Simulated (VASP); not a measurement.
# MnO2 (C2/m) in VASP: single point with LDA+U

Aim: the single point of MnO2 with LDA+U.

All numbers are computed with VASP 6.6.1; they aren't measurements. Logs are shortened: lines on timing, memory, paths and dates and some standing lists are left out, and cuts for length are marked.

## Step 1: The cell of the first run

Symmetry: C2/m, No. 12, monoclinic system. Conventional cell: a = 4.861 Å, b = 2.980 Å, c = 3.427 Å, α = 90.00°, β = 90.04°, γ = 90.00°. Within 2.4 Å of Mn (site symmetry 2/m) lie 6 O at 1.81 to 2.01 Å. Within 2.4 Å of O (site symmetry m) lie 3 Mn at 1.81 to 2.01 Å and 3 O at 2.16 to 2.33 Å.

## Step 2: Single point, LDA+U, collinear spin, ferromagnetic start

Input file INCAR:

```
ALGO = Normal
EDIFF = 1E-6
ENCUT = 520
ISIF = 2
ISMEAR = 0
ISPIN = 2
LASPH = T
LCHARG = F
LDAU = T
LDAUJ = 0 0
LDAUL = 2 -1
LDAUPRINT = 1
LDAUTYPE = 2
LDAUU = 6 0
LMAXMIX = 4
LORBIT = 11
LREAL = F
LWAVE = F
MAGMOM = 4 0 0
NBANDS = 24
NELM = 150
PREC = Accurate
SIGMA = 0.05
```

Input file KPOINTS:

```
k-points
0
Gamma
  7 7 6
```

Input file POSCAR:

```
MnO2
1.0
    2.4302502300     -1.4897917300      0.0000000000
    2.4302502300      1.4897917300      0.0000000000
   -0.0023926100      0.0000000000      3.4271624400
Mn O
1 2
Direct
    0.0000000000      0.0000000000      0.0000000000
    0.6879000000      0.6879000000      0.2889000000
    0.3121000000      0.3121000000      0.7111000000
```

Potentials or basis: VASP PAW LDA potentials, release 64 (Mn_pv, O).

On the command line:

```console
cat potpaw_LDA.64/Mn_pv/POTCAR potpaw_LDA.64/O/POTCAR > POTCAR
mpirun -np 1 vasp_std > vasp.out
```

OUTCAR:

```text
EDIFF = 1E-6
   ENCUT = 520
   ISIF = 2
   ISMEAR = 0
   ISPIN = 2
   LASPH = T
   LORBIT = 11
   LREAL = F
   NELM = 150
   PREC = Accurate

 ion  position               nearest neighbor table
   1  0.000  0.000  0.000-   2 1.81   3 1.81   2 2.01   2 2.01   3 2.01   3 2.01
   2  0.688  0.688  0.289-   1 1.81   1 2.01   1 2.01
   3  0.312  0.312  0.711-   1 1.81   1 2.01   1 2.01

  LATTYP: Found a base centered monoclinic cell.
 ALAT       =     4.8605004600
 B/A-ratio  =     0.6130198905
 C/A-ratio  =     0.7051050202
 COS(beta)  =    -0.0006981313

  Lattice vectors:

 A1 = (   2.4302502300,  -1.4897917300,   0.0000000000)
 A2 = (   2.4302502300,   1.4897917300,   0.0000000000)
 A3 = (  -0.0023926100,   0.0000000000,   3.4271624400)

Analysis of symmetry for initial positions (statically):
=====================================================================
 Subroutine PRICEL returns:
 Original cell was already a primitive cell.

 Routine SETGRP: Setting up the symmetry group for a
 base centered monoclinic supercell.

 Subroutine GETGRP returns: Found  4 space group operations
 (whereof  4 operations were pure point group operations)
 out of a pool of  4 trial point group operations.

The static configuration has the point symmetry C_2h.

Analysis of symmetry for dynamics (positions and initial velocities):
=====================================================================
 Subroutine PRICEL returns:
 Original cell was already a primitive cell.

 Routine SETGRP: Setting up the symmetry group for a
 base centered monoclinic supercell.

 Subroutine GETGRP returns: Found  4 space group operations
 (whereof  4 operations were pure point group operations)
 out of a pool of  4 trial point group operations.

The dynamic configuration has the point symmetry C_2h.

Analysis of structural, dynamic, and magnetic symmetry:
=====================================================================
 Subroutine PRICEL returns:
 Original cell was already a primitive cell.

 Routine SETGRP: Setting up the symmetry group for a
 base centered monoclinic supercell.

 Subroutine GETGRP returns: Found  4 space group operations
 (whereof  4 operations were pure point group operations)
 out of a pool of  4 trial point group operations.

The overall configuration has the point symmetry C_2h.

 Subroutine INISYM returns: Found  4 space group operations
 (whereof  4 operations are pure point group operations),
 and found     1 'primitive' translations

----------------------------------------------------------------------------------------

                                     Primitive cell

  volume of cell :      24.8165

  direct lattice vectors                    reciprocal lattice vectors
     2.430250230 -1.489791730  0.000000000     0.205740131 -0.335617382  0.000143634
     2.430250230  1.489791730  0.000000000     0.205740131  0.335617382  0.000143634
    -0.002392610  0.000000000  3.427162440     0.000000000  0.000000000  0.291786578

  length of vectors
     2.850543032  2.850543032  3.427163275     0.393659814  0.393659814  0.291786578

  position of ions in fractional coordinates (direct lattice)
     0.000000000  0.000000000  0.000000000
     0.687900000  0.687900000  0.288900000
     0.312100000  0.312100000  0.711100000

  ion indices of the primitive-cell ions
   primitive index   ion index
                 1           1
                 2           2
                 3           3

----------------------------------------------------------------------------------------

 KPOINTS: k-points

Automatic generation of k-mesh.
 Grid dimensions read from file:
 generate k-points for:    7    7    6

 Generating k-lattice:

  Cartesian coordinates                     Fractional coordinates (reciprocal lattice)
     0.029391447 -0.047945340  0.000020519     0.142857143  0.000000000  0.000000000
     0.029391447  0.047945340  0.000020519     0.000000000  0.142857143  0.000000000
     0.000000000  0.000000000  0.048631096     0.000000000  0.000000000  0.166666667

  Length of vectors
     0.056237116  0.056237116  0.048631096

  Shift w.r.t. Gamma in fractional coordinates (k-lattice)
     0.000000000  0.000000000  0.000000000

 Subroutine IBZKPT returns following result:
 ===========================================

 Found     88 irreducible k-points:

 Following reciprocal coordinates:
            Coordinates               Weight
  0.000000  0.000000  0.000000      1.000000
  0.142857 -0.000000  0.000000      4.000000
  0.285714 -0.000000  0.000000      4.000000
  0.428571 -0.000000 -0.000000      4.000000
  0.142857  0.142857  0.000000      2.000000
  0.285714  0.142857 -0.000000      4.000000
[... 16 lines left out ...]
 -0.142857  0.000000  0.166667      4.000000
  0.142857  0.142857  0.166667      2.000000
 [... further k-points ...]
   k-points           NKPTS =     88   k-points in BZ     NKDIM =     88   number of bands    NBANDS=     24
   number of dos      NEDOS =    301   number of ions     NIONS =      3
   total plane-waves  NPLWV =  16128
   dimension x,y,z NGX =    24 NGY =   24 NGZ =   28
   dimension x,y,z NGXF=    48 NGYF=   48 NGZF=   56
   ions per type =               1   2
   NGX,Y,Z   is equivalent  to a cutoff of  14.00, 14.00, 13.58 a.u.
   NGXF,Y,Z  is equivalent  to a cutoff of  27.99, 27.99, 27.16 a.u.
 SYSTEM =  unknown system
   PREC   = accura    normal or accurate (medium, high low for compatibility)
   ISTART =      0    job   : 0-new  1-cont  2-samecut
   ICHARG =      2    charge: 1-file 2-atom 10-const
   ISPIN  =      2    spin polarized calculation?
   LNONCOLLINEAR =      F non collinear calculations
   LSORBIT =      F    spin-orbit coupling
   LASPH  =      T    aspherical Exc in radial PAW
   ENCUT  =  520.0 eV  38.22 Ry    6.18 a.u.   5.30  5.30  6.37*2*pi/ulx,y,z
   NELM   =    150;   NELMIN=  2; NELMDL= -5     # of ELM steps
   EDIFF  = 0.1E-05   stopping-criterion for ELM
   LREAL  =      F    real-space projection
   EDIFFG = 0.1E-04   stopping-criterion for IOM
   NSW    =      0    number of steps for IOM
   IBRION =     -1    ionic relax: 0-MD 1-quasi-New 2-CG
   NFREE  =      0    steps in history (QN), initial steepest desc. (CG)
   ISIF   =      2    stress and relaxation
   ISYM   =      2    0-nonsym 1-usesym 2-fastsym
   POTIM  = 0.5000    time-step for ionic-motion
   TEBEG  =    0.0;   TEEND  =   0.0 temperature during run
   PSTRESS=    0.0 pullay stress
   NELECT =      25.0000    total number of electrons
   NUPDOWN=      -1.0000    fix difference up-down
   EMIN   =  10.00;   EMAX   =-10.00  energy-range for DOS
   EFERMI =   0.00;   METHOD = LEGACY
   ISMEAR =     0;   SIGMA  =   0.05  broadening in eV -4-tet -1-fermi 0-gaus
   EFERMI_NEDOS =   21; number of points for ismear=-14 and -15
   IALGO  =     38    algorithm
   IMIX   =      4    mixing-type and parameters
     AMIX     =   0.40;   BMIX     =  1.00
     AMIX_MAG =   1.60;   BMIX_MAG =  1.00
  volume/ion in A,a.u.               =       8.27        55.82
  Fermi-wavevector in a.u.,A,eV,Ry     =   1.641123  3.101272 36.644356  2.693284
  Thomas-Fermi vector in A             =   2.731646
   LORBIT       =     11    0 simple, 1 ext, 2 COOP (PROOUT), +10 PAW based schemes
 LDA+U is selected, type is set to LDAUTYPE =  2
   angular momentum for each species LDAUL =     2   -1
   U (eV)           for each species LDAUU =   6.0  0.0
   J (eV)           for each species LDAUJ =   0.0  0.0
   GGA     = CA    functional components
   LHFCALC =     F    Hartree Fock is set to
   AEXX    =    0.0000 exact exchange contribution
   IVDW    =     0    specifies the selected vdW correction
   LEPSILON=     F    determine dielectric tensor
   LRPA    =     F    only Hartree local field effects (RPA)
 spin polarized calculation
 Gauss-broadening in eV      SIGMA  =   0.05
  energy-cutoff  :      520.00
  volume of cell :       24.82
 maximum number of plane-waves:       689
 NGX is ok and might be reduce to    24
   NGX = 11   NGY = 11   NGZ = 13

atom =   1  type =  1  l = 2

 onsite density matrix

spin component  1

  0.8590 -0.1154  0.0000  0.0000  0.0000
 -0.1154  0.8304  0.0000  0.0000  0.0000
  0.0000  0.0000  0.9582  0.0081 -0.0070
  0.0000  0.0000  0.0081  0.7348  0.1731
  0.0000  0.0000 -0.0070  0.1731  0.8257

spin component  2

  0.1474  0.0664  0.0000  0.0000  0.0000
  0.0664  0.1422  0.0000  0.0000  0.0000
  0.0000  0.0000  0.0661 -0.0151 -0.0132
  0.0000  0.0000 -0.0151  0.2229 -0.1338
  0.0000  0.0000 -0.0132 -0.1338  0.1699

 occupancies and eigenvectors

  o =  0.0429  v =  0.0000  0.0000  0.0000  0.0000  0.0000  0.0000  0.0000  0.6514  0.4873  0.5816      0.0000  0.0000  0.0000  0.0000  0.0000  0.0000  0.0000  0.0000  0.0000  0.0000
  o =  0.0784  v =  0.0000  0.0000  0.0000  0.0000  0.0000  0.6932 -0.7208  0.0000  0.0000  0.0000      0.0000  0.0000  0.0000  0.0000  0.0000  0.0000  0.0000  0.0000  0.0000  0.0000
  o =  0.0830  v =  0.0000  0.0000  0.0000  0.0000  0.0000  0.0000  0.0000 -0.7586  0.4057  0.5098      0.0000  0.0000  0.0000  0.0000  0.0000  0.0000  0.0000  0.0000  0.0000  0.0000
  o =  0.2112  v =  0.0000  0.0000  0.0000  0.0000  0.0000 -0.7208 -0.6932  0.0000  0.0000  0.0000      0.0000  0.0000  0.0000  0.0000  0.0000  0.0000  0.0000  0.0000  0.0000  0.0000
  o =  0.3329  v =  0.0000  0.0000  0.0000  0.0000  0.0000  0.0000  0.0000  0.0125 -0.7733  0.6340      0.0000  0.0000  0.0000  0.0000  0.0000  0.0000  0.0000  0.0000  0.0000  0.0000
  o =  0.6009  v =  0.0000  0.0000  0.0300 -0.7914  0.6106  0.0000  0.0000  0.0000  0.0000  0.0000      0.0000  0.0000  0.0000  0.0000  0.0000  0.0000  0.0000  0.0000  0.0000  0.0000
  o =  0.7284  v = -0.6622 -0.7493  0.0000  0.0000  0.0000  0.0000  0.0000  0.0000  0.0000  0.0000      0.0000  0.0000  0.0000  0.0000  0.0000  0.0000  0.0000  0.0000  0.0000  0.0000
  o =  0.9582  v =  0.0000  0.0000  0.8680  0.3236  0.3767  0.0000  0.0000  0.0000  0.0000  0.0000      0.0000  0.0000  0.0000  0.0000  0.0000  0.0000  0.0000  0.0000  0.0000  0.0000
  o =  0.9596  v =  0.0000  0.0000 -0.4957  0.5186  0.6966  0.0000  0.0000  0.0000  0.0000  0.0000      0.0000  0.0000  0.0000  0.0000  0.0000  0.0000  0.0000  0.0000  0.0000  0.0000
  o =  0.9610  v = -0.7493  0.6622  0.0000  0.0000  0.0000  0.0000  0.0000  0.0000  0.0000  0.0000      0.0000  0.0000  0.0000  0.0000  0.0000  0.0000  0.0000  0.0000  0.0000  0.0000

 number of electron      24.9999993 magnetization       3.0000117

 Free energy of the ion-electron system (eV)
  ---------------------------------------------------
  ext. energy  EPLUGINS =         0.00000000
  ---------------------------------------------------
  free energy    TOTEN  =       -21.00642058 eV

  energy without entropy =      -21.00619302  energy(sigma->0) =      -21.00630680

 E-fermi :   6.9018     XC(G=0): -13.4095

 val. band max:        6.8500867044   @ k =  -0.2857  -0.2857   0.3333
 cond. band min:       6.9257365809   @ k =  -0.4286   0.2857  -0.0000
 fundamental gap:      0.0756498765
 Fermi energy:         6.9017944776

 spin component 1

 k-point     1 :       0.0000    0.0000    0.0000
  band No.  band energies     occupation
      1     -43.3456      1.00000
      2     -43.2762      1.00000
      3     -43.2703      1.00000
      4     -13.4813      1.00000
      5      -9.0794      1.00000
      6      -1.5709      1.00000
[... 637 lines left out ...]
     23      30.6376      0.00000
     24      30.9949      0.00000

 [... further k-points ...]

 spin component 2

 k-point     1 :       0.0000    0.0000    0.0000
  band No.  band energies     occupation
      1     -39.9960      1.00000
      2     -39.6952      1.00000
      3     -39.6445      1.00000
      4     -13.6814      1.00000
      5      -9.4646      1.00000
      6       0.3394      1.00000
[... 637 lines left out ...]
     23      31.4597      0.00000
     24      33.8722      0.00000

 [... further k-points ...]

------------------------ aborting loop because EDIFF is reached ----------------------------------------

  FORCE on cell =-STRESS in cart. coord.  units (eV):
  Direction    XX          YY          ZZ          XY          YZ          ZX
  --------------------------------------------------------------------------------------
  -------------------------------------------------------------------------------------
  Total        4.4908743      1.1415894      4.6521037      0.0000000      0.0000000     -3.1935407
  in kB      289.9347306     73.7020009    300.3438417      0.0000000      0.0000000   -206.1777554
  external PRESSURE =     221.3268577 kB  Pullay stress =       0.0000000 kB

 VOLUME and BASIS-vectors are now :
 -----------------------------------------------------------------------------
  energy-cutoff  :      520.00
  volume of cell :       24.82
      direct lattice vectors                 reciprocal lattice vectors
     2.430250230 -1.489791730  0.000000000     0.205740131 -0.335617382  0.000143634
     2.430250230  1.489791730  0.000000000     0.205740131  0.335617382  0.000143634
    -0.002392610  0.000000000  3.427162440     0.000000000  0.000000000  0.291786578

 POSITION                                       TOTAL-FORCE (eV/Angst)
 -----------------------------------------------------------------------------------
      0.00000      0.00000      0.00000         0.000000      0.000000      0.000000
      3.34285      0.00000      0.99011        -1.781947      0.000000     -2.243612
      1.51526      0.00000      2.43706         1.781947      0.000000      2.243612
 -----------------------------------------------------------------------------------
    total drift:                                0.000000      0.000000      0.000000

  FREE ENERGIE OF THE ION-ELECTRON SYSTEM (eV)
  ---------------------------------------------------
  free  energy   TOTEN  =       -21.0064205762 eV

  energy  without entropy=      -21.0061930239  energy(sigma->0) =      -21.00630680

 total charge

# of ion       s       p       d       tot
------------------------------------------
    1        0.354   6.460   4.924  11.738
    2        1.592   3.389   0.000   4.981
    3        1.592   3.389   0.000   4.981
--------------------------------------------------
tot          3.538  13.238   4.924  21.700

 magnetization (x)

# of ion       s       p       d       tot
------------------------------------------
    1        0.029   0.033   3.455   3.518
    2       -0.001  -0.271   0.000  -0.272
    3       -0.001  -0.271   0.000  -0.272
--------------------------------------------------
tot          0.027  -0.508   3.455   2.974
```

It took 2.6 min on 1 thread of AMD EPYC 7R43 (Zen 3), shared host; peak memory 0.15 GiB.

Results:

- Free energy: -21.0064 eV
- Pressure: 22.1 GPa
- Largest force: 2.865 eV/Å
- Band gap on the k mesh: zero (filled and empty bands overlap)
- Net moment: 3.00 μB per cell
- Site moments: Mn +3.52; O -0.27 μB
- Valence electrons inside the program's atomic spheres: Mn 11.74; O 4.98

Forces in eV/Å, atoms in the order of the input:
```
Mn   0.000  0.000  0.000
O   -1.782  0.000 -2.244
O    1.782  0.000  2.244
```

Eigenvalues of the final occupation matrices:
| site | spin | trace | eigenvalues |
| --- | --- | --- | --- |
| site 1 d | 1 | 4.21 | 0.60 0.73 0.96 0.96 0.96 |
| site 1 d | 2 | 0.75 | 0.04 0.08 0.08 0.21 0.33 |

Caveat: a cell with one magnetic atom can't hold antiferromagnetic order, which such compounds often take; forces of over 1 eV/Å act on the atoms, so gaps and moduli don't describe the material at rest.
